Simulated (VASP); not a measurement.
# K (Fm-3m) in VASP: a series of runs

The runs below take K through single point, with PBE.

Program: VASP 6.6.1. These are calculated values, not measurements. Logs are shortened: lines on timing, memory, paths and dates and some standing lists are left out, and cuts for length are marked.

## (1) The cell of the first run

It takes space group Fm-3m (No. 225, cubic). The conventional cell has a = 6.668 Å, b = 6.668 Å, c = 6.668 Å, α = 90.00°, β = 90.00°, γ = 90.00°.

This isn't the form of K at room conditions, which is bcc.

## (2) Single point, PBE

File INCAR:

```
  PREC = Accurate
  ENCUT = 520
  EDIFF = 1E-7
  ISMEAR = -1
  SIGMA = 0.1
  LREAL = False
  LASPH = True
  NELM = 100
  ALGO = Normal
  ISIF = 2
  LWAVE = False
  LCHARG = False
  GGA = PE
  NBANDS = 10
```

File KPOINTS:

```
regular mesh
0
Gamma
  13 13 13
```

File POSCAR:

```
K
1.0
    0.0000000000      3.3341509471      3.3341509471
    3.3341509471      0.0000000000      3.3341509471
    3.3341509471      3.3341509471      0.0000000000
K
1
Direct
    0.0000000000      0.0000000000      0.0000000000
```

Potentials or basis: VASP PAW PBE potentials, release 64 (K_sv).

Command:

```console
$ cat potpaw_PBE.64/K_sv/POTCAR > POTCAR
$ mpirun -np 1 vasp_std > vasp.out
```

OUTCAR:

```text
PREC = Accurate
   ENCUT = 520
   EDIFF = 1E-7
   ISMEAR = -1
   LREAL = False
   LASPH = True
   NELM = 100
   ISIF = 2
   GGA = PE

 ion  position               nearest neighbor table
   1  0.000  0.000  0.000-

  LATTYP: Found a face centered cubic cell.
 ALAT       =     6.6683018942

  Lattice vectors:

 A1 = (   0.0000000000,   3.3341509471,   3.3341509471)
 A2 = (   3.3341509471,   0.0000000000,   3.3341509471)
 A3 = (   3.3341509471,   3.3341509471,   0.0000000000)

Analysis of symmetry for initial positions (statically):
=====================================================================
 Subroutine PRICEL returns:
 Original cell was already a primitive cell.

 Routine SETGRP: Setting up the symmetry group for a
 face centered cubic supercell.

 Subroutine GETGRP returns: Found 48 space group operations
 (whereof 48 operations were pure point group operations)
 out of a pool of 48 trial point group operations.

The static configuration has the point symmetry O_h .

Analysis of symmetry for dynamics (positions and initial velocities):
=====================================================================
 Subroutine PRICEL returns:
 Original cell was already a primitive cell.

 Routine SETGRP: Setting up the symmetry group for a
 face centered cubic supercell.

 Subroutine GETGRP returns: Found 48 space group operations
 (whereof 48 operations were pure point group operations)
 out of a pool of 48 trial point group operations.

The dynamic configuration has the point symmetry O_h .

 Subroutine INISYM returns: Found 48 space group operations
 (whereof 48 operations are pure point group operations),
 and found     1 'primitive' translations

----------------------------------------------------------------------------------------

                                     Primitive cell

  volume of cell :      74.1286

  direct lattice vectors                    reciprocal lattice vectors
     0.000000000  3.334150947  3.334150947    -0.149963216  0.149963216  0.149963216
     3.334150947  0.000000000  3.334150947     0.149963216 -0.149963216  0.149963216
     3.334150947  3.334150947  0.000000000     0.149963216  0.149963216 -0.149963216

  length of vectors
     4.715201488  4.715201488  4.715201488     0.259743910  0.259743910  0.259743910

  position of ions in fractional coordinates (direct lattice)
     0.000000000  0.000000000  0.000000000

  ion indices of the primitive-cell ions
   primitive index   ion index
                 1           1

----------------------------------------------------------------------------------------

 KPOINTS: regular mesh

Automatic generation of k-mesh.
 Grid dimensions read from file:
 generate k-points for:   13   13   13

 Generating k-lattice:

  Cartesian coordinates                     Fractional coordinates (reciprocal lattice)
    -0.011535632  0.011535632  0.011535632     0.076923077  0.000000000  0.000000000
     0.011535632 -0.011535632  0.011535632     0.000000000  0.076923077  0.000000000
     0.011535632  0.011535632 -0.011535632     0.000000000  0.000000000  0.076923077

  Length of vectors
     0.019980301  0.019980301  0.019980301

  Shift w.r.t. Gamma in fractional coordinates (k-lattice)
     0.000000000  0.000000000  0.000000000

 Subroutine IBZKPT returns following result:
 ===========================================

 Found     84 irreducible k-points:

 Following reciprocal coordinates:
            Coordinates               Weight
  0.000000  0.000000  0.000000      1.000000
  0.076923  0.000000  0.000000      8.000000
  0.153846  0.000000  0.000000      8.000000
  0.230769  0.000000  0.000000      8.000000
  0.307692  0.000000  0.000000      8.000000
  0.384615  0.000000  0.000000      8.000000
[... 16 lines left out ...]
  0.384615  0.153846  0.000000     24.000000
  0.461538  0.153846  0.000000     24.000000
 [... further k-points ...]
   k-points           NKPTS =     84   k-points in BZ     NKDIM =     84   number of bands    NBANDS=     10
   number of dos      NEDOS =    301   number of ions     NIONS =      1
   total plane-waves  NPLWV =  46656
   dimension x,y,z NGX =    36 NGY =   36 NGZ =   36
   dimension x,y,z NGXF=    72 NGYF=   72 NGZF=   72
   ions per type =               1
   NGX,Y,Z   is equivalent  to a cutoff of  12.69, 12.69, 12.69 a.u.
   NGXF,Y,Z  is equivalent  to a cutoff of  25.39, 25.39, 25.39 a.u.
 SYSTEM =  unknown system
   PREC   = accura    normal or accurate (medium, high low for compatibility)
   ISTART =      0    job   : 0-new  1-cont  2-samecut
   ICHARG =      2    charge: 1-file 2-atom 10-const
   ISPIN  =      1    spin polarized calculation?
   LNONCOLLINEAR =      F non collinear calculations
   LSORBIT =      F    spin-orbit coupling
   LASPH  =      T    aspherical Exc in radial PAW
   ENCUT  =  520.0 eV  38.22 Ry    6.18 a.u.   8.77  8.77  8.77*2*pi/ulx,y,z
   NELM   =    100;   NELMIN=  2; NELMDL= -5     # of ELM steps
   EDIFF  = 0.1E-06   stopping-criterion for ELM
   LREAL  =      F    real-space projection
   EDIFFG = 0.1E-05   stopping-criterion for IOM
   NSW    =      0    number of steps for IOM
   IBRION =     -1    ionic relax: 0-MD 1-quasi-New 2-CG
   NFREE  =      0    steps in history (QN), initial steepest desc. (CG)
   ISIF   =      2    stress and relaxation
   ISYM   =      2    0-nonsym 1-usesym 2-fastsym
   POTIM  = 0.5000    time-step for ionic-motion
   TEBEG  =    0.0;   TEEND  =   0.0 temperature during run
   PSTRESS=    0.0 pullay stress
   NELECT =       9.0000    total number of electrons
   NUPDOWN=      -1.0000    fix difference up-down
   EMIN   =  10.00;   EMAX   =-10.00  energy-range for DOS
   EFERMI =   0.00;   METHOD = LEGACY
   ISMEAR =    -1;   SIGMA  =   0.10  broadening in eV -4-tet -1-fermi 0-gaus
   EFERMI_NEDOS =   21; number of points for ismear=-14 and -15
   IALGO  =     38    algorithm
   IMIX   =      4    mixing-type and parameters
     AMIX     =   0.40;   BMIX     =  1.00
     AMIX_MAG =   1.60;   BMIX_MAG =  1.00
  volume/ion in A,a.u.               =      74.13       500.24
  Fermi-wavevector in a.u.,A,eV,Ry     =   0.810638  1.531884  8.940855  0.657134
  Thomas-Fermi vector in A             =   1.919851
   LORBIT       =      0    0 simple, 1 ext, 2 COOP (PROOUT), +10 PAW based schemes
   GGA     = PE    functional components
   LHFCALC =     F    Hartree Fock is set to
   AEXX    =    0.0000 exact exchange contribution
   IVDW    =     0    specifies the selected vdW correction
   LEPSILON=     F    determine dielectric tensor
   LRPA    =     F    only Hartree local field effects (RPA)
 non-spin polarized calculation
  energy-cutoff  :      520.00
  volume of cell :       74.13
 maximum number of plane-waves:      2020
   NGX = 17   NGY = 17   NGZ = 17

 number of electron       8.9999999 magnetization

 Free energy of the ion-electron system (eV)
  ---------------------------------------------------
  ext. energy  EPLUGINS =         0.00000000
  ---------------------------------------------------
  free energy    TOTEN  =        -1.06008002 eV

  energy without entropy =       -1.03357116  energy(sigma->0) =       -1.04682559

 E-fermi :  -0.1307     XC(G=0):  -5.6317

 val. band max:       -0.1809650787   @ k =  -0.2308   0.3077   0.0769
 cond. band min:      -0.1162905010   @ k =   0.4615   0.3846   0.0769
 fundamental gap:      0.0646745778
 Fermi energy:        -0.1307304918

 k-point     1 :       0.0000    0.0000    0.0000
  band No.  band energies     occupation
      1     -32.2685      2.00000
      2     -15.7197      2.00000
      3     -15.7197      2.00000
      4     -15.7197      2.00000
      5      -2.2830      2.00000
      6       4.0661      0.00000
      7       4.0661      0.00000
      8       4.0661      0.00000
      9       5.3115      0.00000
     10       5.3115      0.00000

 k-point     2 :       0.0769    0.0000    0.0000
  band No.  band energies     occupation
      1     -32.2683      2.00000
      2     -15.7234      2.00000
      3     -15.7202      2.00000
      4     -15.7202      2.00000
      5      -2.2138      2.00000
      6       3.8662      0.00000
      7       4.0936      0.00000
      8       4.0936      0.00000
      9       5.2454      0.00000
     10       5.2454      0.00000

 k-point     3 :       0.1538    0.0000    0.0000
  band No.  band energies     occupation
      1     -32.2677      2.00000
      2     -15.7338      2.00000
      3     -15.7216      2.00000
      4     -15.7216      2.00000
      5      -2.0087      2.00000
      6       3.3822      0.00000
      7       4.1469      0.00000
      8       4.1469      0.00000
      9       5.1310      0.00000
     10       5.1310      0.00000

 k-point     4 :       0.2308    0.0000    0.0000
  band No.  band energies     occupation
      1     -32.2669      2.00000
      2     -15.7483      2.00000
      3     -15.7236      2.00000
      4     -15.7236      2.00000
      5      -1.6752      2.00000
      6       2.7637      0.00000
      7       4.1400      0.00000
      8       4.1400      0.00000
      9       5.1439      0.00000
     10       5.1439      0.00000
[... 222 lines left out ...]
 k-point    22 :       0.3077    0.1538    0.0000
  band No.  band energies     occupation
      1     -32.2661      2.00000
      2     -15.7552      2.00000
      3     -15.7297      2.00000
      4     -15.7293      2.00000
      5      -1.3072      1.99998
      6       2.5742      0.00000
      7       3.6219      0.00000
      8       4.1291      0.00000
      9       4.6309      0.00000
     10       5.6538      0.00000

 k-point    23 :       0.3846    0.1538    0.0000
  band No.  band energies     occupation
      1     -32.2654      2.00000
      2     -15.7673      2.00000
      3     -15.7324      2.00000
      4     -15.7313      2.00000
      5      -0.8305      1.99817
      6       1.9519      0.00000
      7       3.3959      0.00000
      8       4.0696      0.00000
      9       4.9093      0.00000
     10       5.8940      0.00000

 k-point    24 :       0.4615    0.1538    0.0000
  band No.  band energies     occupation
      1     -32.2648      2.00000
      2     -15.7760      2.00000
      3     -15.7356      2.00000
      4     -15.7320      2.00000
      5      -0.2621      1.57621
      6       1.2795      0.00000
      7       3.2539      0.00000
      8       4.0058      0.00000
      9       5.1274      0.00000
     10       6.0534      0.00000

 [... further k-points ...]

------------------------ aborting loop because EDIFF is reached ----------------------------------------

  FORCE on cell =-STRESS in cart. coord.  units (eV):
  Direction    XX          YY          ZZ          XY          YZ          ZX
  --------------------------------------------------------------------------------------
  -------------------------------------------------------------------------------------
  Total       -0.0036106     -0.0036106     -0.0036106     -0.0000000     -0.0000000     -0.0000000
  in kB       -0.0780380     -0.0780380     -0.0780380     -0.0000000     -0.0000000     -0.0000000
  external PRESSURE =      -0.0780380 kB  Pullay stress =       0.0000000 kB

 VOLUME and BASIS-vectors are now :
 -----------------------------------------------------------------------------
  energy-cutoff  :      520.00
  volume of cell :       74.13
      direct lattice vectors                 reciprocal lattice vectors
     0.000000000  3.334150947  3.334150947    -0.149963216  0.149963216  0.149963216
     3.334150947  0.000000000  3.334150947     0.149963216 -0.149963216  0.149963216
     3.334150947  3.334150947  0.000000000     0.149963216  0.149963216 -0.149963216

 POSITION                                       TOTAL-FORCE (eV/Angst)
 -----------------------------------------------------------------------------------
      0.00000      0.00000      0.00000         0.000000      0.000000     -0.000000
 -----------------------------------------------------------------------------------
    total drift:                               -0.000000      0.000000      0.000000

  FREE ENERGIE OF THE ION-ELECTRON SYSTEM (eV)
  ---------------------------------------------------
  free  energy   TOTEN  =        -1.0600800186 eV

  energy  without entropy=       -1.0335711632  energy(sigma->0) =       -1.04682559
```

Run time: 50 s. Hardware: 1 thread of Intel Xeon Platinum 8259CL at 2.50GHz (Skylake/Cascade Lake), shared host; peak memory 0.22 GiB.

What came out:

```
Free energy            : -1.0601 eV
Pressure               : 0.0 GPa
Band gap on the k mesh : zero (an odd number of electrons rules out a gap without spin polarisation)
```

## (3) Single point, PBE, non-collinear spin, zero start, spin-orbit coupling

File INCAR:

```
PREC = Accurate
ENCUT = 520
EDIFF = 1E-6
ISMEAR = -1
SIGMA = 0.1
LREAL = False
LASPH = True
NELM = 150
ALGO = Normal
ISIF = 2
LWAVE = False
LCHARG = False
LNONCOLLINEAR = True
MAGMOM = 0 0 0
LORBIT = 11
LSORBIT = True
GGA_COMPAT = False
LORBMOM = True
GGA = PE
NBANDS = 20
```

File KPOINTS:

```
Automatic mesh
0
Gamma
  8 8 8
```

POSCAR is that of step 2.

Potentials or basis: VASP PAW PBE potentials, release 64 (K_sv).

Command:

```console
$ cat potpaw_PBE.64/K_sv/POTCAR > POTCAR
$ mpirun -np 1 vasp_ncl > vasp.out
```

OUTCAR:

```text
PREC = Accurate
   ENCUT = 520
   EDIFF = 1E-6
   ISMEAR = -1
   LREAL = False
   LASPH = True
   NELM = 150
   ISIF = 2
   LNONCOLLINEAR = True
   LORBIT = 11
   LSORBIT = True
   GGA = PE

 ion  position               nearest neighbor table
   1  0.000  0.000  0.000-

  LATTYP: Found a face centered cubic cell.
 ALAT       =     6.6683018942

  Lattice vectors:

 A1 = (   0.0000000000,   3.3341509471,   3.3341509471)
 A2 = (   3.3341509471,   0.0000000000,   3.3341509471)
 A3 = (   3.3341509471,   3.3341509471,   0.0000000000)

Analysis of symmetry for initial positions (statically):
=====================================================================
 Subroutine PRICEL returns:
 Original cell was already a primitive cell.

 Routine SETGRP: Setting up the symmetry group for a
 face centered cubic supercell.

 Subroutine GETGRP returns: Found 48 space group operations
 (whereof 48 operations were pure point group operations)
 out of a pool of 48 trial point group operations.

The static configuration has the point symmetry O_h .

Analysis of symmetry for dynamics (positions and initial velocities):
=====================================================================
 Subroutine PRICEL returns:
 Original cell was already a primitive cell.

 Routine SETGRP: Setting up the symmetry group for a
 face centered cubic supercell.

 Subroutine GETGRP returns: Found 48 space group operations
 (whereof 48 operations were pure point group operations)
 out of a pool of 48 trial point group operations.

The dynamic configuration has the point symmetry O_h .

Analysis of structural, dynamic, and magnetic symmetry:
=====================================================================
 Subroutine PRICEL returns:
 Original cell was already a primitive cell.
[... 722 lines left out ...]
  -------------------------------------------------------------------------------------
  Total       -0.0015159     -0.0015159     -0.0015159      0.0000000      0.0000000      0.0000000
  in kB       -0.0327633     -0.0327633     -0.0327633      0.0000000      0.0000000      0.0000000
  external PRESSURE =      -0.0327633 kB  Pullay stress =       0.0000000 kB

 VOLUME and BASIS-vectors are now :
 -----------------------------------------------------------------------------
  energy-cutoff  :      520.00
  volume of cell :       74.13
      direct lattice vectors                 reciprocal lattice vectors
     0.000000000  3.334150947  3.334150947    -0.149963216  0.149963216  0.149963216
     3.334150947  0.000000000  3.334150947     0.149963216 -0.149963216  0.149963216
     3.334150947  3.334150947  0.000000000     0.149963216  0.149963216 -0.149963216

 POSITION                                       TOTAL-FORCE (eV/Angst)
 -----------------------------------------------------------------------------------
      0.00000      0.00000      0.00000         0.000000      0.000000      0.000000
 -----------------------------------------------------------------------------------
    total drift:                                0.000000      0.000000      0.000000

  FREE ENERGIE OF THE ION-ELECTRON SYSTEM (eV)
  ---------------------------------------------------
  free  energy   TOTEN  =        -1.0630017032 eV

  energy  without entropy=       -1.0356841879  energy(sigma->0) =       -1.04934295

 orbital moment (x)

 # of ion     p       d       tot
 ----------------------------------------
  1         0.000  -0.000   0.000
 ----------------------------------------
            0.000  -0.000   0.000

 orbital moment (y)

 # of ion     p       d       tot
 ----------------------------------------
  1         0.000  -0.000  -0.000
 ----------------------------------------
            0.000  -0.000  -0.000

 orbital moment (z)

 # of ion     p       d       tot
 ----------------------------------------
  1         0.000  -0.000  -0.000
 ----------------------------------------
            0.000  -0.000  -0.000

 Spin-Orbit-Coupling matrix elements

 Ion:    1  E_soc:     -0.0079968
 l=   1
     0.0000000    -0.0013328    -0.0013328
    -0.0013328     0.0000000    -0.0013328
    -0.0013328    -0.0013328     0.0000000
 l=   2
     0.0000000     0.0000000     0.0000000     0.0000000     0.0000000
     0.0000000     0.0000000     0.0000000     0.0000000     0.0000000
     0.0000000     0.0000000     0.0000000     0.0000000     0.0000000
     0.0000000     0.0000000     0.0000000     0.0000000     0.0000000
     0.0000000     0.0000000     0.0000000     0.0000000     0.0000000
 l=   3
     0.0000000     0.0000000     0.0000000     0.0000000     0.0000000     0.0000000     0.0000000
     0.0000000     0.0000000     0.0000000     0.0000000     0.0000000     0.0000000     0.0000000
     0.0000000     0.0000000     0.0000000     0.0000000     0.0000000     0.0000000     0.0000000
     0.0000000     0.0000000     0.0000000     0.0000000     0.0000000     0.0000000     0.0000000
     0.0000000     0.0000000     0.0000000     0.0000000     0.0000000     0.0000000     0.0000000
     0.0000000     0.0000000     0.0000000     0.0000000     0.0000000     0.0000000     0.0000000
     0.0000000     0.0000000     0.0000000     0.0000000     0.0000000     0.0000000     0.0000000

 total charge

# of ion       s       p       d       tot
------------------------------------------
    1        1.980   5.555   0.005   7.540

 magnetization (x)

# of ion       s       p       d       tot
------------------------------------------
    1        0.000   0.000   0.000   0.000

 magnetization (y)

# of ion       s       p       d       tot
------------------------------------------
    1        0.000   0.000   0.000   0.000

 magnetization (z)

# of ion       s       p       d       tot
------------------------------------------
    1       -0.000  -0.000   0.000  -0.000
```

OSZICAR:

```text
N       E                     dE             d eps       ncg     rms          rms(c)
DAV:   1     0.562699241788E+02    0.56270E+02   -0.36105E+03  1160   0.728E+02
DAV:   2     0.253098248852E+01   -0.53739E+02   -0.52256E+02  1324   0.223E+02
DAV:   3    -0.980169784531E+00   -0.35112E+01   -0.34906E+01  2156   0.393E+01
DAV:   4    -0.106033032042E+01   -0.80161E-01   -0.80069E-01  1560   0.520E+00
DAV:   5    -0.106246513541E+01   -0.21348E-02   -0.21336E-02  1816   0.581E-01    0.220E+00
DAV:   6    -0.106259304965E+01   -0.12791E-03   -0.10979E-03  1644   0.239E-01    0.135E+00
DAV:   7    -0.106279813183E+01   -0.20508E-03   -0.85265E-04  1836   0.203E-01    0.746E-01
DAV:   8    -0.106295854838E+01   -0.16042E-03   -0.44109E-04  1708   0.149E-01    0.421E-02
DAV:   9    -0.106300012362E+01   -0.41575E-04   -0.55565E-05  1492   0.854E-02    0.137E-02
DAV:  10    -0.106300147454E+01   -0.13509E-05   -0.61657E-06  1592   0.194E-02    0.303E-03
DAV:  11    -0.106300170322E+01   -0.22868E-06   -0.70994E-07  1284   0.612E-03
   1 F= -.10630017E+01 E0= -.10493429E+01  d E =-.273175E-01  mag=     0.0000    -0.0000     0.0000
```

stdout:

```text
POSCAR found type information on POSCAR K
 POSCAR found :  1 types and       1 ions
 scaLAPACK will be used
 LDA part: xc-table for (Slater+PW92), standard interpolation
 POSCAR, INCAR and KPOINTS ok, starting setup
 FFT: planning ... GRIDC
 FFT: planning ... GRID_SOFT
 FFT: planning ... GRID
 WAVECAR not read
 entering main loop
```

Run time: 1.9 min. Hardware: 1 thread of Intel Xeon Platinum 8259CL at 2.50GHz (Skylake/Cascade Lake), shared host; peak memory 0.4 GiB.

What came out:

* Free energy: -1.0630 eV
* Pressure: 0.0 GPa
* Net moment: 0.00 μB per cell
* Valence electrons inside the program's atomic spheres: K 7.54

Moments on the atoms (μB; x, y, z):
```
K   0.00 0.00 0.00
```
